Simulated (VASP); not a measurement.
# AlN (P6_3mc) in VASP: single point with PBE

Aim: the single point of AlN with PBE.

Program: VASP 6.6.1. These are calculated values, not measurements. Logs are shortened: lines on timing, memory, paths and dates and some standing lists are left out, and cuts for length are marked.

## (1) The cell of the first run

It takes space group P6_3mc (No. 186, hexagonal). Conventional cell: a = 3.064 Å, b = 3.064 Å, c = 5.127 Å, α = 90.00°, β = 90.00°, γ = 120.00°. Within 2.5 Å of Al (site symmetry 3m) lie 4 N at 1.86 to 1.97 Å. Within 2.5 Å of N (site symmetry 3m) lie 4 Al at 1.86 to 1.97 Å.

## (2) Single point, PBE (strain -0.015 along x and y, +0.030 along z)

Input file INCAR:

```
PREC     = Accurate       # precision mode
ENCUT    = 520            # plane-wave cutoff, eV
EDIFF    = 1E-6           # SCF threshold, eV
ISMEAR   = 0              # smearing method
SIGMA    = 0.05           # smearing width, eV
LREAL    = False          # projectors in reciprocal space
LASPH    = True           # aspherical terms in the spheres
NELM     = 60             # most SCF steps
ALGO     = Normal         # electronic algorithm
ISIF     = 2              # what is computed and relaxed
LWAVE    = False          # write WAVECAR
LCHARG   = False          # write CHGCAR
GGA      = PE             # functional
NBANDS   = 16             # bands
```

Input file KPOINTS:

```
regular mesh
0
Gamma
  12 12 6
```

Input file POSCAR:

```
AlN
1.0
    3.0643371193      0.0000000000      0.0000000000
   -1.5321685597      2.6537937911      0.0000000000
    0.0000000000      0.0000000000      5.1273400000
Al N
2 2
Direct
    0.3333333333      0.6666666667      0.0000000000
    0.6666666667      0.3333333333      0.5000000000
    0.3333333333      0.6666666667      0.3850000000
    0.6666666667      0.3333333333      0.8850000000
```

Potentials or basis: VASP PAW PBE potentials, release 64 (Al, N).

Launch:

```bash
$ cat potpaw_PBE.64/Al/POTCAR potpaw_PBE.64/N/POTCAR > POTCAR
$ mpirun -np 1 vasp_std > vasp.out
```

OUTCAR:

```text
PREC = Accurate
   ENCUT = 520
   EDIFF = 1E-6
   ISMEAR = 0
   LREAL = False
   LASPH = True
   NELM = 60
   ISIF = 2
   GGA = PE

 ion  position               nearest neighbor table
   1  0.333  0.667  0.000-   4 1.86   4 1.86   4 1.86   3 1.97   2 3.11   2 3.11   2 3.11   2 3.11
                             2 3.11   2 3.11
   2  0.667  0.333  0.500-   3 1.86   3 1.86   3 1.86   4 1.97   1 3.11   1 3.11   1 3.11   1 3.11
                             1 3.11   1 3.11
   3  0.333  0.667  0.385-   2 1.86   2 1.86   2 1.86   1 1.97
   4  0.667  0.333  0.885-   1 1.86   1 1.86   1 1.86   2 1.97

  LATTYP: Found a hexagonal cell.
 ALAT       =     3.0643371193
 C/A-ratio  =     1.6732297395

  Lattice vectors:

 A1 = (   3.0643371193,   0.0000000000,   0.0000000000)
 A2 = (  -1.5321685597,   2.6537937911,   0.0000000000)
 A3 = (   0.0000000000,   0.0000000000,   5.1273400000)

Analysis of symmetry for initial positions (statically):
=====================================================================
 Subroutine PRICEL returns:
 Original cell was already a primitive cell.

 Routine SETGRP: Setting up the symmetry group for a
 hexagonal supercell.

 Subroutine GETGRP returns: Found 12 space group operations
 (whereof  6 operations were pure point group operations)
 out of a pool of 24 trial point group operations.

The static configuration has the point symmetry C_3v.
 The point group associated with its full space group is C_6v.

Analysis of symmetry for dynamics (positions and initial velocities):
=====================================================================
 Subroutine PRICEL returns:
 Original cell was already a primitive cell.

 Routine SETGRP: Setting up the symmetry group for a
 hexagonal supercell.

 Subroutine GETGRP returns: Found 12 space group operations
 (whereof  6 operations were pure point group operations)
 out of a pool of 24 trial point group operations.

The dynamic configuration has the point symmetry C_3v.
 The point group associated with its full space group is C_6v.

 Subroutine INISYM returns: Found 12 space group operations
 (whereof  6 operations are pure point group operations),
 and found     1 'primitive' translations

----------------------------------------------------------------------------------------

                                     Primitive cell

  volume of cell :      41.6961

  direct lattice vectors                    reciprocal lattice vectors
     3.064337119  0.000000000  0.000000000     0.326334852  0.188409515  0.000000000
    -1.532168560  2.653793791  0.000000000     0.000000000  0.376819029  0.000000000
     0.000000000  0.000000000  5.127340000     0.000000000  0.000000000  0.195032902

  length of vectors
     3.064337119  3.064337119  5.127340000     0.376819029  0.376819029  0.195032902

  position of ions in fractional coordinates (direct lattice)
     0.333333333  0.666666667  0.000000000
     0.666666667  0.333333333  0.500000000
     0.333333333  0.666666667  0.385000000
     0.666666667  0.333333333  0.885000000

  ion indices of the primitive-cell ions
   primitive index   ion index
                 1           1
                 2           2
                 3           3
                 4           4

----------------------------------------------------------------------------------------

 KPOINTS: regular mesh

Automatic generation of k-mesh.
 Grid dimensions read from file:
 generate k-points for:   12   12    6

 Generating k-lattice:

  Cartesian coordinates                     Fractional coordinates (reciprocal lattice)
     0.027194571  0.015700793  0.000000000     0.083333333 -0.000000000  0.000000000
     0.000000000  0.031401586  0.000000000     0.000000000  0.083333333  0.000000000
     0.000000000  0.000000000  0.032505484     0.000000000  0.000000000  0.166666667

  Length of vectors
     0.031401586  0.031401586  0.032505484

  Shift w.r.t. Gamma in fractional coordinates (k-lattice)
     0.000000000  0.000000000  0.000000000

 Subroutine IBZKPT returns following result:
 ===========================================

 Found     76 irreducible k-points:

 Following reciprocal coordinates:
            Coordinates               Weight
  0.000000  0.000000  0.000000      1.000000
  0.083333  0.000000  0.000000      6.000000
  0.166667  0.000000  0.000000      6.000000
  0.250000 -0.000000  0.000000      6.000000
  0.333333  0.000000  0.000000      6.000000
  0.416667  0.000000  0.000000      6.000000
[... 16 lines left out ...]
  0.250000 -0.000000  0.166667     12.000000
  0.333333  0.000000  0.166667     12.000000
 [... further k-points ...]
   k-points           NKPTS =     76   k-points in BZ     NKDIM =     76   number of bands    NBANDS=     16
   number of dos      NEDOS =    301   number of ions     NIONS =      4
   total plane-waves  NPLWV =  23040
   dimension x,y,z NGX =    24 NGY =   24 NGZ =   40
   dimension x,y,z NGXF=    48 NGYF=   48 NGZF=   80
   ions per type =               2   2
   NGX,Y,Z   is equivalent  to a cutoff of  13.02, 13.02, 12.97 a.u.
   NGXF,Y,Z  is equivalent  to a cutoff of  26.04, 26.04, 25.94 a.u.
 SYSTEM =  unknown system
   PREC   = accura    normal or accurate (medium, high low for compatibility)
   ISTART =      0    job   : 0-new  1-cont  2-samecut
   ICHARG =      2    charge: 1-file 2-atom 10-const
   ISPIN  =      1    spin polarized calculation?
   LNONCOLLINEAR =      F non collinear calculations
   LSORBIT =      F    spin-orbit coupling
   LASPH  =      T    aspherical Exc in radial PAW
   ENCUT  =  520.0 eV  38.22 Ry    6.18 a.u.   5.70  5.70  9.53*2*pi/ulx,y,z
   NELM   =     60;   NELMIN=  2; NELMDL= -5     # of ELM steps
   EDIFF  = 0.1E-05   stopping-criterion for ELM
   LREAL  =      F    real-space projection
   EDIFFG = 0.1E-04   stopping-criterion for IOM
   NSW    =      0    number of steps for IOM
   IBRION =     -1    ionic relax: 0-MD 1-quasi-New 2-CG
   NFREE  =      0    steps in history (QN), initial steepest desc. (CG)
   ISIF   =      2    stress and relaxation
   ISYM   =      2    0-nonsym 1-usesym 2-fastsym
   POTIM  = 0.5000    time-step for ionic-motion
   TEBEG  =    0.0;   TEEND  =   0.0 temperature during run
   PSTRESS=    0.0 pullay stress
   NELECT =      16.0000    total number of electrons
   NUPDOWN=      -1.0000    fix difference up-down
   EMIN   =  10.00;   EMAX   =-10.00  energy-range for DOS
   EFERMI =   0.00;   METHOD = LEGACY
   ISMEAR =     0;   SIGMA  =   0.05  broadening in eV -4-tet -1-fermi 0-gaus
   EFERMI_NEDOS =   21; number of points for ismear=-14 and -15
   IALGO  =     38    algorithm
   IMIX   =      4    mixing-type and parameters
     AMIX     =   0.40;   BMIX     =  1.00
     AMIX_MAG =   1.60;   BMIX_MAG =  1.00
  volume/ion in A,a.u.               =      10.42        70.34
  Fermi-wavevector in a.u.,A,eV,Ry     =   1.189642  2.248097 19.255613  1.415248
  Thomas-Fermi vector in A             =   2.325744
   LORBIT       =      0    0 simple, 1 ext, 2 COOP (PROOUT), +10 PAW based schemes
   GGA     = PE    functional components
   LHFCALC =     F    Hartree Fock is set to
   AEXX    =    0.0000 exact exchange contribution
   IVDW    =     0    specifies the selected vdW correction
   LEPSILON=     F    determine dielectric tensor
   LRPA    =     F    only Hartree local field effects (RPA)
 non-spin polarized calculation
 Gauss-broadening in eV      SIGMA  =   0.05
  energy-cutoff  :      520.00
  volume of cell :       41.70
 maximum number of plane-waves:      1148
 NGX is ok and might be reduce to    24
   NGX = 11   NGY = 11   NGZ = 19

 number of electron      15.9999997 magnetization

 Free energy of the ion-electron system (eV)
  ---------------------------------------------------
  ext. energy  EPLUGINS =         0.00000000
  ---------------------------------------------------
  free energy    TOTEN  =       -29.68620532 eV

  energy without entropy =      -29.68620532  energy(sigma->0) =      -29.68620532

 E-fermi :   6.2556     XC(G=0): -10.9174

 val. band max:        6.0595014205   @ k =   0.0000   0.0000   0.0000
 cond. band min:      10.3085087359   @ k =   0.0000   0.0000   0.0000
 fundamental gap:      4.2490073154
 Fermi energy:         6.2556077784

 k-point     1 :       0.0000    0.0000    0.0000
  band No.  band energies     occupation
      1      -9.0343      2.00000
      2      -7.0760      2.00000
      3       0.0763      2.00000
      4       5.4432      2.00000
      5       5.4432      2.00000
      6       5.9774      2.00000
[... 8 lines left out ...]
     15      19.5236      0.00000
     16      19.5236      0.00000

 k-point     2 :       0.0833    0.0000    0.0000
  band No.  band energies     occupation
      1      -8.9420      2.00000
      2      -7.0177      2.00000
      3       0.1866      2.00000
      4       5.0205      2.00000
      5       5.3283      2.00000
      6       5.5547      2.00000
[... 8 lines left out ...]
     15      19.2529      0.00000
     16      19.6042      0.00000

 k-point     3 :       0.1667    0.0000    0.0000
  band No.  band energies     occupation
      1      -8.6734      2.00000
      2      -6.8563      2.00000
      3       0.5120      2.00000
      4       3.9839      2.00000
      5       4.6500      2.00000
      6       5.0575      2.00000
[... 8 lines left out ...]
     15      18.6910      0.00000
     16      19.2166      0.00000

 k-point     4 :       0.2500   -0.0000    0.0000
  band No.  band energies     occupation
      1      -8.2556      2.00000
      2      -6.6350      2.00000
      3       1.0332      2.00000
      4       2.7677      2.00000
      5       3.6413      2.00000
      6       4.7445      2.00000
[... 8 lines left out ...]
     15      18.3622      0.00000
     16      19.8366      0.00000
[... 324 lines left out ...]
 k-point    22 :       0.1667    0.0000    0.1667
  band No.  band energies     occupation
      1      -8.5799      2.00000
      2      -7.0224      2.00000
      3       0.8092      2.00000
      4       4.0250      2.00000
      5       4.4427      2.00000
      6       5.1065      2.00000
[... 8 lines left out ...]
     15      18.7074      0.00000
     16      19.3426      0.00000

 k-point    23 :       0.2500   -0.0000    0.1667
  band No.  band energies     occupation
      1      -8.1689      2.00000
      2      -6.7755      2.00000
      3       1.2043      2.00000
      4       2.8927      2.00000
      5       3.4921      2.00000
      6       4.8020      2.00000
[... 8 lines left out ...]
     15      18.4948      0.00000
     16      19.8510      0.00000

 k-point    24 :       0.3333    0.0000    0.1667
  band No.  band energies     occupation
      1      -7.6690      2.00000
      2      -6.5363      2.00000
      3       1.2988      2.00000
      4       2.1727      2.00000
      5       2.7449      2.00000
      6       4.5343      2.00000
[... 8 lines left out ...]
     15      18.3729      0.00000
     16      20.7337      0.00000

 [... further k-points ...]
[... 5 lines left out ...]
  --------------------------------------------------------------------------------------
  -------------------------------------------------------------------------------------
  Total        2.9883646      2.9883646     -1.9574728     -0.0000000      0.0000000      0.0000000
  in kB      114.8281390    114.8281390    -75.2160438     -0.0000000      0.0000000      0.0000000
  external PRESSURE =      51.4800781 kB  Pullay stress =       0.0000000 kB

 VOLUME and BASIS-vectors are now :
 -----------------------------------------------------------------------------
  energy-cutoff  :      520.00
  volume of cell :       41.70
      direct lattice vectors                 reciprocal lattice vectors
     3.064337119  0.000000000  0.000000000     0.326334852  0.188409515  0.000000000
    -1.532168560  2.653793791  0.000000000     0.000000000  0.376819029  0.000000000
     0.000000000  0.000000000  5.127340000     0.000000000  0.000000000  0.195032902

 POSITION                                       TOTAL-FORCE (eV/Angst)
 -----------------------------------------------------------------------------------
     -0.00000      1.76920      0.00000        -0.000000      0.000000      0.599317
      1.53217      0.88460      2.56367         0.000000      0.000000      0.599317
     -0.00000      1.76920      1.97403         0.000000      0.000000     -0.599317
      1.53217      0.88460      4.53770        -0.000000     -0.000000     -0.599317
 -----------------------------------------------------------------------------------
    total drift:                                0.000000      0.000000     -0.001746

  FREE ENERGIE OF THE ION-ELECTRON SYSTEM (eV)
  ---------------------------------------------------
  free  energy   TOTEN  =       -29.6862053230 eV

  energy  without entropy=      -29.6862053230  energy(sigma->0) =      -29.68620532
```

Run time: 33 s. Hardware: 1 thread of Intel Xeon Platinum 8375C at 2.90GHz (Ice Lake), shared host; peak memory 0.18 GiB.

Results:

* Free energy: -29.6862 eV
* Pressure: 5.1 GPa
* Largest force: 0.599 eV/Å
* Band gap on the k mesh: 4.25 eV, direct

Forces in eV/Å, atoms in the order of the input:
```
Al   0.000  0.000  0.599
Al   0.000  0.000  0.599
N    0.000  0.000 -0.599
N    0.000  0.000 -0.599
```

Stress tensor (GPa, compression positive):
```
11.48  0.00  0.00
 0.00 11.48  0.00
 0.00  0.00 -7.52
```

Caveat: the cell differs from its parent crystal (strain -0.015 along x and y, +0.030 along z). A k mesh can miss the band edges.
